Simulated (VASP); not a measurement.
# Hf (P6/mmm) in VASP: a series of runs

Hf is run at these levels: PBE; tasks: single point.

Everything below comes from runs of VASP 6.6.1. Logs are shortened: lines on timing, memory, paths and dates and some standing lists are left out, and cuts for length are marked.

**1. The cell of the first run**

It takes space group P6/mmm (No. 191, hexagonal). The conventional cell has a = 2.389 Å, b = 2.389 Å, c = 2.304 Å, α = 90.00°, β = 90.00°, γ = 120.00°. Within 3.0 Å of Hf (site symmetry 6/mmm) lie 8 Hf at 2.30 to 2.39 Å.

**2. Single point, PBE**

INCAR reads:

```
SYSTEM = Hf
PREC = Accurate
ENCUT = 520
EDIFF = 1E-6
ISMEAR = -1
SIGMA = 0.1
LREAL = .False.
LASPH = .True.
NELM = 60
ALGO = Normal
ISIF = 2
LWAVE = .False.
LCHARG = .False.
GGA = PE
NBANDS = 11
```

KPOINTS reads:

```
regular mesh
0
Gamma
  18 18 17
  0 0 0
```

POSCAR reads:

```
Hf
1.0
    2.3889823597      0.0000000000      0.0000000000
   -1.1944911798      2.0689194127      0.0000000000
    0.0000000000      0.0000000000      2.3042783531
Hf
1
Direct
    0.0000000000      0.0000000000      0.0000000000
```

Potentials or basis: VASP PAW PBE potentials, release 64 (Hf_pv).

Started as:

```sh
$ cat potpaw_PBE.64/Hf_pv/POTCAR > POTCAR
$ mpirun -np 1 vasp_std > vasp.out
```

OUTCAR:

```text
SYSTEM = Hf
   PREC = Accurate
   ENCUT = 520
   EDIFF = 1E-6
   ISMEAR = -1
   LREAL = .False.
   LASPH = .True.
   NELM = 60
   ISIF = 2
   GGA = PE

 ion  position               nearest neighbor table
   1  0.000  0.000  0.000-

  LATTYP: Found a hexagonal cell.
 ALAT       =     2.3889823597
 C/A-ratio  =     0.9645438962

  Lattice vectors:

 A1 = (   2.3889823597,   0.0000000000,   0.0000000000)
 A2 = (  -1.1944911798,   2.0689194127,   0.0000000000)
 A3 = (   0.0000000000,   0.0000000000,   2.3042783531)

Analysis of symmetry for initial positions (statically):
=====================================================================
 Subroutine PRICEL returns:
 Original cell was already a primitive cell.

 Routine SETGRP: Setting up the symmetry group for a
 hexagonal supercell.

 Subroutine GETGRP returns: Found 24 space group operations
 (whereof 24 operations were pure point group operations)
 out of a pool of 24 trial point group operations.

The static configuration has the point symmetry D_6h.

Analysis of symmetry for dynamics (positions and initial velocities):
=====================================================================
 Subroutine PRICEL returns:
 Original cell was already a primitive cell.

 Routine SETGRP: Setting up the symmetry group for a
 hexagonal supercell.

 Subroutine GETGRP returns: Found 24 space group operations
 (whereof 24 operations were pure point group operations)
 out of a pool of 24 trial point group operations.

The dynamic configuration has the point symmetry D_6h.

 Subroutine INISYM returns: Found 24 space group operations
 (whereof 24 operations are pure point group operations),
 and found     1 'primitive' translations

----------------------------------------------------------------------------------------

                                     Primitive cell

  volume of cell :      11.3892

  direct lattice vectors                    reciprocal lattice vectors
     2.388982360  0.000000000  0.000000000     0.418588273  0.241672052  0.000000000
    -1.194491180  2.068919413  0.000000000     0.000000000  0.483344104  0.000000000
     0.000000000  0.000000000  2.304278353     0.000000000  0.000000000  0.433975348

  length of vectors
     2.388982360  2.388982360  2.304278353     0.483344104  0.483344104  0.433975348

  position of ions in fractional coordinates (direct lattice)
     0.000000000  0.000000000  0.000000000

  ion indices of the primitive-cell ions
   primitive index   ion index
[... 73 lines left out ...]
   EDIFF  = 0.1E-05   stopping-criterion for ELM
   LREAL  =      F    real-space projection
   EDIFFG = 0.1E-04   stopping-criterion for IOM
   NSW    =      0    number of steps for IOM
   IBRION =     -1    ionic relax: 0-MD 1-quasi-New 2-CG
   NFREE  =      0    steps in history (QN), initial steepest desc. (CG)
   ISIF   =      2    stress and relaxation
   ISYM   =      2    0-nonsym 1-usesym 2-fastsym
   POTIM  = 0.5000    time-step for ionic-motion
   TEBEG  =    0.0;   TEEND  =   0.0 temperature during run
   PSTRESS=    0.0 pullay stress
   NELECT =      10.0000    total number of electrons
   NUPDOWN=      -1.0000    fix difference up-down
   EMIN   =  10.00;   EMAX   =-10.00  energy-range for DOS
   EFERMI =   0.00;   METHOD = LEGACY
   ISMEAR =    -1;   SIGMA  =   0.10  broadening in eV -4-tet -1-fermi 0-gaus
   EFERMI_NEDOS =   21; number of points for ismear=-14 and -15
   IALGO  =     38    algorithm
   IMIX   =      4    mixing-type and parameters
     AMIX     =   0.40;   BMIX     =  1.00
     AMIX_MAG =   1.60;   BMIX_MAG =  1.00
  volume/ion in A,a.u.               =      11.39        76.86
  Fermi-wavevector in a.u.,A,eV,Ry     =   1.567633  2.962396 33.435945  2.457473
  Thomas-Fermi vector in A             =   2.669784
   LORBIT       =      0    0 simple, 1 ext, 2 COOP (PROOUT), +10 PAW based schemes
   GGA     = PE    functional components
   LHFCALC =     F    Hartree Fock is set to
   AEXX    =    0.0000 exact exchange contribution
   IVDW    =     0    specifies the selected vdW correction
   LEPSILON=     F    determine dielectric tensor
   LRPA    =     F    only Hartree local field effects (RPA)
 non-spin polarized calculation
  energy-cutoff  :      520.00
  volume of cell :       11.39
 maximum number of plane-waves:       320
 NGX is ok and might be reduce to    18
   NGX =  9   NGY =  9   NGZ =  9

 number of electron      10.0000003 magnetization

 Free energy of the ion-electron system (eV)
  ---------------------------------------------------
  ext. energy  EPLUGINS =         0.00000000
  ---------------------------------------------------
  free energy    TOTEN  =        -4.49156960 eV

  energy without entropy =       -4.47863792  energy(sigma->0) =       -4.48510376

 E-fermi :  10.4367     XC(G=0): -14.7501

 val. band max:       10.4357184085   @ k =   0.1111   0.0556   0.2353
 cond. band min:      10.4555452759   @ k =   0.5000   0.0000   0.1176
 fundamental gap:      0.0198268674
 Fermi energy:        10.4367212498

 k-point     1 :       0.0000    0.0000    0.0000
  band No.  band energies     occupation
      1     -17.4851      2.00000
      2     -16.9710      2.00000
      3     -16.9710      2.00000
      4       2.5547      2.00000
      5       5.7376      2.00000
      6      11.8532      0.00000
      7      11.8532      0.00000
      8      24.2613      0.00000
      9      24.2613      0.00000
     10      25.0133      0.00000
     11      25.1916      0.00000
[... 309 lines left out ...]
 k-point    24 :       0.3889    0.1111    0.0000
  band No.  band energies     occupation
      1     -23.0722      2.00000
      2     -19.0436      2.00000
      3     -16.5587      2.00000
      4       5.2698      2.00000
      5       8.6331      2.00000
      6      14.8955      0.00000
      7      14.8993      0.00000
      8      20.9058      0.00000
      9      23.6349      0.00000
     10      24.9782      0.00000
     11      29.3224      0.00000

 [... further k-points ...]
[... 5 lines left out ...]
  --------------------------------------------------------------------------------------
  -------------------------------------------------------------------------------------
  Total       17.3592844     17.3592844     17.2646171      0.0000000     -0.0000000     -0.0000000
  in kB     2442.0297117   2442.0297117   2428.7123188      0.0000001     -0.0000000     -0.0000000
  external PRESSURE =    2437.5905807 kB  Pullay stress =       0.0000000 kB

 VOLUME and BASIS-vectors are now :
 -----------------------------------------------------------------------------
  energy-cutoff  :      520.00
  volume of cell :       11.39
      direct lattice vectors                 reciprocal lattice vectors
     2.388982360  0.000000000  0.000000000     0.418588273  0.241672052  0.000000000
    -1.194491180  2.068919413  0.000000000     0.000000000  0.483344104  0.000000000
     0.000000000  0.000000000  2.304278353     0.000000000  0.000000000  0.433975348

 POSITION                                       TOTAL-FORCE (eV/Angst)
 -----------------------------------------------------------------------------------
      0.00000      0.00000      0.00000         0.000000      0.000000      0.000000
 -----------------------------------------------------------------------------------
    total drift:                                0.000000      0.000000      0.000000

  FREE ENERGIE OF THE ION-ELECTRON SYSTEM (eV)
  ---------------------------------------------------
  free  energy   TOTEN  =        -4.4915696028 eV

  energy  without entropy=       -4.4786379151  energy(sigma->0) =       -4.48510376
```

It took 11 s on 1 thread of Intel Xeon 6975P-C (Granite Rapids), shared host; peak memory 0.15 GiB.

Results:

```
Free energy            : -4.4916 eV
Pressure               : 243.8 GPa
Band gap on the k mesh : zero (band 5 reaches 13.31 eV, above the bottom of band 6 at 9.37 eV)
```

Caveat: spin-orbit coupling is left out, which moves the levels of the heavy elements.

**3. Single point, PBE**

INCAR reads:

```
SYSTEM = Hf
PREC = Accurate
ENCUT = 520
EDIFF = 1E-6
ISMEAR = -1
SIGMA = 0.1
LREAL = .FALSE.
LASPH = .TRUE.
NELM = 80
ALGO = Normal
ISIF = 2
LWAVE = .FALSE.
LCHARG = .TRUE.
GGA = PE
LELF = .TRUE.
LVHAR = .TRUE.
NBANDS = 11
```

KPOINTS reads:

```
regular mesh
0
G
  18 18 17
  0 0 0
```

POSCAR reads:

```
Hf
1.0
    2.3894213281      0.0000000000      0.0000000000
   -1.1947106640      2.0692995705      0.0000000000
    0.0000000000      0.0000000000      2.3047172350
Hf
1
Direct
    0.0000000000      0.0000000000      0.0000000000
```

Potentials or basis: VASP PAW PBE potentials, release 64 (Hf_pv).

Started as:

```sh
$ cat potpaw_PBE.64/Hf_pv/POTCAR > POTCAR
$ mpirun -np 1 vasp_std > vasp.out
```

It took 12 s on 1 thread of Intel Xeon 6975P-C (Granite Rapids), shared host; peak memory 0.15 GiB.

The run converged. Its results:

```yaml
Free_energy: -4.5012 eV
Pressure: 243.3 GPa
Band_gap_on_the_k_mesh: zero (band 5 reaches 13.30 eV, above the bottom of band 6 at 9.37 eV)
```

Stress tensor (GPa, compression positive):
```
243.72   0.00   0.00
  0.00 243.72   0.00
  0.00   0.00 242.41
```

Levels at points of the mesh, in eV from the Fermi level:
| k point | band 3 | band 4 | band 5 | band 6 | band 7 | band 8 |
| --- | --- | --- | --- | --- | --- | --- |
| (0.00, 0.00, 0.00) | -27.41 | -7.88 | -4.70 | 1.42 | 1.42 | 13.82 |
| (0.50, 0.00, 0.00) | -27.00 | -6.58 | -1.75 | 4.03 | 5.22 | 11.53 |

Caveat: spin-orbit coupling is left out, which moves the levels of the heavy elements.
